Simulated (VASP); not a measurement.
TlIn, 2 atoms in the cell. Symmetry: R-3m, No. 166, trigonal system. Conventional cell: a = 2.979 Å, b = 2.979 Å, c = 14.600 Å, α = 90.00°, β = 90.00°, γ = 120.00°. Within 3.9 Å of Tl (site symmetry -3m) lie 6 Tl at 2.98 Å and 6 In at 2.98 Å. In (site symmetry -3m) has 6 In at 2.98 Å and 6 Tl at 2.98 Å within 3.9 Å. 

- Program: VASP 6.6.1
- Task: relaxation of cell and atoms
- Functional: PBEsol
- Potentials or basis: VASP PAW PBE potentials, release 64 (Tl_d, In_d)
- Cutoff: 600 eV
- k mesh: 18 × 18 × 18
- Occupations: gaussian, width 0.1 eV
- Spin: no spin polarisation
- Target pressure: 50 GPa
- Dipole correction: no
- Further INCAR settings: ALGO = Normal; EDIFF = 1e-06; IBRION = 2; EDIFFG = -0.008; NSW = 70; ISIF = 3

Potentials or basis: VASP PAW PBE potentials, release 64 (Tl_d, In_d).

Run with:

```bash
$ cat potpaw_PBE.64/Tl_d/POTCAR potpaw_PBE.64/In_d/POTCAR > POTCAR
$ mpirun -np 1 vasp_std > vasp.out
```

Hardware: 1 thread of Intel(R) Xeon(R) 6975P-C (Granite Rapids), on a shared host.

Problem. Estimate the wall time of this run.

Solution. Run time: 41 min on 1 thread of Intel(R) Xeon(R) 6975P-C (Granite Rapids), with other jobs on the host, peak memory 0.68 GiB. Counts: scf iterations 68, k points 580, ion steps 11.
